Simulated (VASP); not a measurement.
# SiO2 (I-42d) in VASP: notebook, part 2 of 2

VASP 6.6.1. The steps go on from the part before.

## Step 3: Single point, LDA

This run uses another cell than the first one, of 14.76 Å³/atom.

The input, INCAR:

```
SYSTEM = SiO2
PREC     = Accurate       ! precision mode
ENCUT    = 520            ! plane-wave cutoff, eV
EDIFF    = 1E-6           ! SCF threshold, eV
ISMEAR   = 0              ! smearing method
SIGMA    = 0.02           ! smearing width, eV
LREAL    = .FALSE.        ! projectors in reciprocal space
LASPH    = .TRUE.         ! aspherical terms in the spheres
NELM     = 60             ! most SCF steps
ALGO     = Normal         ! electronic algorithm
ISIF     = 2              ! what is computed and relaxed
LWAVE    = .FALSE.        ! write WAVECAR
LCHARG   = .FALSE.        ! write CHGCAR
NBANDS   = 44             ! bands
```

The input, KPOINTS:

```
regular mesh
0
G
  6 6 4
  0 0 0
```

The input, POSCAR:

```
SiO2
1.0
    4.9288867548      0.0000000000      0.0000000000
    0.0000000000      4.9288867548      0.0000000000
    0.0000000000      0.0000000000      7.2888060784
Si O
4 8
Direct
    0.0000000000      0.0000000000      0.0000000000
    0.0000000000      0.5000000000      0.2500000000
    0.5000000000      0.5000000000      0.5000000000
    0.5000000000      0.0000000000      0.7500000000
    0.0985467527      0.2500000000      0.1250000000
    0.2500000000      0.5985467527      0.3750000000
    0.7500000000      0.4014532473      0.3750000000
    0.9014532473      0.7500000000      0.1250000000
    0.5985467527      0.7500000000      0.6250000000
    0.7500000000      0.0985467527      0.8750000000
    0.2500000000      0.9014532473      0.8750000000
    0.4014532473      0.2500000000      0.6250000000
```

Potentials or basis: VASP PAW LDA potentials, release 64 (Si, O).

Started as:

```sh
cat potpaw_LDA.64/Si/POTCAR potpaw_LDA.64/O/POTCAR > POTCAR
mpirun -np 1 vasp_std > vasp.out
```

OUTCAR:

```text
SYSTEM = SiO2
   PREC = Accurate
   ENCUT = 520
   EDIFF = 1E-6
   ISMEAR = 0
   LREAL = .FALSE.
   LASPH = .TRUE.
   NELM = 60
   ISIF = 2

 ion  position               nearest neighbor table
   1  0.000  0.000  0.000-   5 1.61   8 1.61  10 1.61  11 1.61   2 3.06   4 3.06   2 3.06   4 3.06

   2  0.000  0.500  0.250-   5 1.61   6 1.61   7 1.61   8 1.61   1 3.06   3 3.06   1 3.06   3 3.06

   3  0.500  0.500  0.500-   6 1.61   7 1.61   9 1.61  12 1.61   2 3.06   4 3.06   4 3.06   2 3.06

   4  0.500  0.000  0.750-   9 1.61  10 1.61  11 1.61  12 1.61   1 3.06   3 3.06   3 3.06   1 3.06

   5  0.099  0.250  0.125-   1 1.61   2 1.61
   6  0.250  0.599  0.375-   2 1.61   3 1.61
   7  0.750  0.401  0.375-   2 1.61   3 1.61
   8  0.901  0.750  0.125-   1 1.61   2 1.61
   9  0.599  0.750  0.625-   3 1.61   4 1.61
  10  0.750  0.099  0.875-   1 1.61   4 1.61
  11  0.250  0.901  0.875-   1 1.61   4 1.61
  12  0.401  0.250  0.625-   3 1.61   4 1.61

  LATTYP: Found a simple tetragonal cell.
 ALAT       =     4.9288867548
 C/A-ratio  =     1.4787935777

  Lattice vectors:

 A1 = (   4.9288867548,   0.0000000000,   0.0000000000)
 A2 = (   0.0000000000,   4.9288867548,   0.0000000000)
 A3 = (   0.0000000000,   0.0000000000,   7.2888060784)

Analysis of symmetry for initial positions (statically):
=====================================================================
 Subroutine PRICEL returns following result:

  LATTYP: Found a body centered tetragonal cell.
 ALAT       =     4.9288867548
 C/A-ratio  =     1.4787935777

  Lattice vectors:

 A1 = (   2.4644433774,  -2.4644433774,  -3.6444030392)
 A2 = (  -2.4644433774,   2.4644433774,  -3.6444030392)
 A3 = (   2.4644433774,   2.4644433774,   3.6444030392)

   2 primitive cells build up your supercell.

 Routine SETGRP: Setting up the symmetry group for a
 simple tetragonal supercell.

 Subroutine GETGRP returns: Found  8 space group operations
 (whereof  4 operations were pure point group operations)
 out of a pool of 16 trial point group operations.

The static configuration has the point symmetry S_4 .
 The point group associated with its full space group is D_2d.

Analysis of symmetry for dynamics (positions and initial velocities):
=====================================================================
 Subroutine PRICEL returns following result:

  LATTYP: Found a body centered tetragonal cell.
 ALAT       =     4.9288867548
 C/A-ratio  =     1.4787935777

  Lattice vectors:

 A1 = (   2.4644433774,  -2.4644433774,  -3.6444030392)
 A2 = (  -2.4644433774,   2.4644433774,  -3.6444030392)
 A3 = (   2.4644433774,   2.4644433774,   3.6444030392)

   2 primitive cells build up your supercell.

 Routine SETGRP: Setting up the symmetry group for a
 simple tetragonal supercell.

 Subroutine GETGRP returns: Found  8 space group operations
 (whereof  4 operations were pure point group operations)
 out of a pool of 16 trial point group operations.

The dynamic configuration has the point symmetry S_4 .
[... 64 lines left out ...]
            Coordinates               Weight
  0.000000  0.000000  0.000000      1.000000
  0.166667  0.000000  0.000000      4.000000
  0.333333  0.000000  0.000000      4.000000
  0.500000  0.000000  0.000000      2.000000
  0.166667  0.166667  0.000000      4.000000
  0.333333  0.166667  0.000000      8.000000
[... 16 lines left out ...]
  0.333333  0.000000  0.500000      4.000000
  0.500000  0.000000  0.500000      2.000000
 [... further k-points ...]
   k-points           NKPTS =     30   k-points in BZ     NKDIM =     30   number of bands    NBANDS=     44
   number of dos      NEDOS =    301   number of ions     NIONS =     12
   total plane-waves  NPLWV =  86400
   dimension x,y,z NGX =    40 NGY =   40 NGZ =   54
   dimension x,y,z NGXF=    80 NGYF=   80 NGZF=  108
   ions per type =               4   8
   NGX,Y,Z   is equivalent  to a cutoff of  13.49, 13.49, 12.32 a.u.
   NGXF,Y,Z  is equivalent  to a cutoff of  26.98, 26.98, 24.63 a.u.
 SYSTEM =  SiO2
   PREC   = accura    normal or accurate (medium, high low for compatibility)
   ISTART =      0    job   : 0-new  1-cont  2-samecut
   ICHARG =      2    charge: 1-file 2-atom 10-const
   ISPIN  =      1    spin polarized calculation?
   LNONCOLLINEAR =      F non collinear calculations
   LSORBIT =      F    spin-orbit coupling
   LASPH  =      T    aspherical Exc in radial PAW
   ENCUT  =  520.0 eV  38.22 Ry    6.18 a.u.   9.16  9.16 13.55*2*pi/ulx,y,z
   NELM   =     60;   NELMIN=  2; NELMDL= -5     # of ELM steps
   EDIFF  = 0.1E-05   stopping-criterion for ELM
   LREAL  =      F    real-space projection
   EDIFFG = 0.1E-04   stopping-criterion for IOM
   NSW    =      0    number of steps for IOM
   IBRION =     -1    ionic relax: 0-MD 1-quasi-New 2-CG
   NFREE  =      0    steps in history (QN), initial steepest desc. (CG)
   ISIF   =      2    stress and relaxation
   ISYM   =      2    0-nonsym 1-usesym 2-fastsym
   POTIM  = 0.5000    time-step for ionic-motion
   TEBEG  =    0.0;   TEEND  =   0.0 temperature during run
   PSTRESS=    0.0 pullay stress
   NELECT =      64.0000    total number of electrons
   NUPDOWN=      -1.0000    fix difference up-down
   EMIN   =  10.00;   EMAX   =-10.00  energy-range for DOS
   EFERMI =   0.00;   METHOD = LEGACY
   ISMEAR =     0;   SIGMA  =   0.02  broadening in eV -4-tet -1-fermi 0-gaus
   EFERMI_NEDOS =   21; number of points for ismear=-14 and -15
   IALGO  =     38    algorithm
   IMIX   =      4    mixing-type and parameters
     AMIX     =   0.40;   BMIX     =  1.00
     AMIX_MAG =   1.60;   BMIX_MAG =  1.00
  volume/ion in A,a.u.               =      14.76        99.58
  Fermi-wavevector in a.u.,A,eV,Ry     =   1.166138  2.203682 18.502277  1.359879
  Thomas-Fermi vector in A             =   2.302655
   LORBIT       =      0    0 simple, 1 ext, 2 COOP (PROOUT), +10 PAW based schemes
   GGA     = CA    functional components
   LHFCALC =     F    Hartree Fock is set to
   AEXX    =    0.0000 exact exchange contribution
   IVDW    =     0    specifies the selected vdW correction
   LEPSILON=     F    determine dielectric tensor
   LRPA    =     F    only Hartree local field effects (RPA)
 non-spin polarized calculation
 Gauss-broadening in eV      SIGMA  =   0.02
  energy-cutoff  :      520.00
  volume of cell :      177.07
 maximum number of plane-waves:      4806
 NGX is ok and might be reduce to    40
   NGX = 19   NGY = 19   NGZ = 27

 number of electron      64.0000014 magnetization

 Free energy of the ion-electron system (eV)
  ---------------------------------------------------
  ext. energy  EPLUGINS =         0.00000000
  ---------------------------------------------------
  free energy    TOTEN  =      -103.75284666 eV

  energy without entropy =     -103.75284666  energy(sigma->0) =     -103.75284666

 E-fermi :  -0.4942     XC(G=0):  -8.7993

 val. band max:       -0.6011507564   @ k =   0.0000   0.0000   0.0000
 cond. band min:       5.1569611297   @ k =   0.0000   0.0000   0.0000
 fundamental gap:      5.7581118861
 Fermi energy:        -0.4941500075

 k-point     1 :       0.0000    0.0000    0.0000
  band No.  band energies     occupation
      1     -19.6198      2.00000
      2     -18.6620      2.00000
      3     -18.6620      2.00000
      4     -17.4731      2.00000
      5     -17.4731      2.00000
      6     -17.4347      2.00000
[... 1117 lines left out ...]
     43      10.8195      0.00000
     44      10.8653      0.00000

 [... further k-points ...]
[... 5 lines left out ...]
  --------------------------------------------------------------------------------------
  -------------------------------------------------------------------------------------
  Total        0.6104534      0.6104534      0.6032705      0.0000000      0.0000000      0.0000000
  in kB        5.5234322      5.5234322      5.4584404      0.0000000      0.0000000      0.0000000
  external PRESSURE =       5.5017683 kB  Pullay stress =       0.0000000 kB

 VOLUME and BASIS-vectors are now :
 -----------------------------------------------------------------------------
  energy-cutoff  :      520.00
  volume of cell :      177.07
      direct lattice vectors                 reciprocal lattice vectors
     4.928886755  0.000000000  0.000000000     0.202885570  0.000000000  0.000000000
     0.000000000  4.928886755  0.000000000     0.000000000  0.202885570  0.000000000
     0.000000000  0.000000000  7.288806078     0.000000000  0.000000000  0.137196681

 POSITION                                       TOTAL-FORCE (eV/Angst)
 -----------------------------------------------------------------------------------
      0.00000      0.00000      0.00000         0.000000     -0.000000      0.000000
      0.00000      2.46444      1.82220        -0.000000     -0.000000      0.000000
      2.46444      2.46444      3.64440         0.000000     -0.000000      0.000000
      2.46444      0.00000      5.46660         0.000000     -0.000000      0.000000
      0.48573      1.23222      0.91110         0.029469     -0.000000      0.000000
      1.23222      2.95017      2.73330         0.000000      0.029469     -0.000000
      3.69667      1.97872      2.73330         0.000000     -0.029469      0.000000
      4.44316      3.69667      0.91110        -0.029469     -0.000000     -0.000000
      2.95017      3.69667      4.55550         0.029469     -0.000000      0.000000
      3.69667      0.48573      6.37771        -0.000000      0.029469     -0.000000
      1.23222      4.44316      6.37771         0.000000     -0.029469     -0.000000
      1.97872      1.23222      4.55550        -0.029469     -0.000000     -0.000000
 -----------------------------------------------------------------------------------
    total drift:                                0.000000      0.000000      0.000000

  FREE ENERGIE OF THE ION-ELECTRON SYSTEM (eV)
  ---------------------------------------------------
  free  energy   TOTEN  =      -103.7528466564 eV

  energy  without entropy=     -103.7528466564  energy(sigma->0) =     -103.75284666
```

Wall time 2.1 min (1 thread of Intel Xeon 6975P-C (Granite Rapids), shared host); peak memory 0.32 GiB.

Results:

| Item | Value |
| --- | --- |
| Free energy | -103.7528 eV |
| Pressure | 0.6 GPa |
| Largest force | 0.029 eV/Å |
| Band gap on the k mesh | 5.76 eV |

Forces in eV/Å, atoms in the order of the input:
```
Si   0.000  0.000  0.000
Si   0.000  0.000  0.000
Si   0.000  0.000  0.000
Si   0.000  0.000  0.000
O    0.029  0.000  0.000
O    0.000  0.029  0.000
O    0.000 -0.029  0.000
O   -0.029  0.000  0.000
O    0.029  0.000  0.000
O    0.000  0.029  0.000
O    0.000 -0.029  0.000
O   -0.029  0.000  0.000
```

## Step 4: Single point, LDA

This run uses another cell than the first one, of 14.76 Å³/atom.

The input, INCAR:

```
PREC = Accurate
ENCUT = 520
EDIFF = 1E-6
ISMEAR = 0
SIGMA = 0.02
LREAL = False
LASPH = True
NELM = 60
ALGO = Normal
ISIF = 2
LWAVE = False
LCHARG = False
NBANDS = 44
```

The input, KPOINTS:

```
regular mesh
0
Gamma
  6 6 4
```

POSCAR is that of step 3.

Started as:

```sh
cat potpaw_LDA.64/Si/POTCAR potpaw_LDA.64/O/POTCAR > POTCAR
mpirun -np 1 vasp_std > vasp.out
```

It took 1.8 min on 1 thread of Intel Xeon 6975P-C (Granite Rapids), shared host; peak memory 0.32 GiB.

The run converged. Its results:

```
Free energy            : -103.7528 eV
Pressure               : 0.6 GPa
Largest force          : 0.029 eV/Å
Band gap on the k mesh : 5.76 eV
```

Forces on the atoms (eV/Å):
```
Si   0.000  0.000  0.000
Si   0.000  0.000  0.000
Si   0.000  0.000  0.000
Si   0.000  0.000  0.000
O    0.029  0.000  0.000
O    0.000  0.029  0.000
O    0.000 -0.029  0.000
O   -0.029  0.000  0.000
O    0.029  0.000  0.000
O    0.000  0.029  0.000
O    0.000 -0.029  0.000
O   -0.029  0.000  0.000
```

Levels at points of the mesh, in eV from the valence-band top:
```tsv
k point	band 29	band 30	band 31	band 32	band 33	band 34	band 35	band 36
(0.00, 0.00, 0.00)	-0.32	-0.32	0.00	0.00	5.76	8.60	8.72	8.72
(0.50, 0.00, 0.00)	-0.65	-0.65	-0.17	-0.17	7.79	7.79	9.32	9.32
(0.50, 0.50, 0.00)	-0.33	-0.33	-0.33	-0.33	8.96	8.96	8.96	8.96
(0.00, 0.00, 0.50)	-0.19	-0.19	-0.19	-0.19	6.87	6.87	8.92	8.92
(0.50, 0.00, 0.50)	-0.49	-0.49	-0.15	-0.15	8.15	8.15	8.73	8.73
(0.50, 0.50, 0.50)	-0.44	-0.44	-0.44	-0.44	9.33	9.33	9.33	9.33
```

A k mesh can miss the band edges.
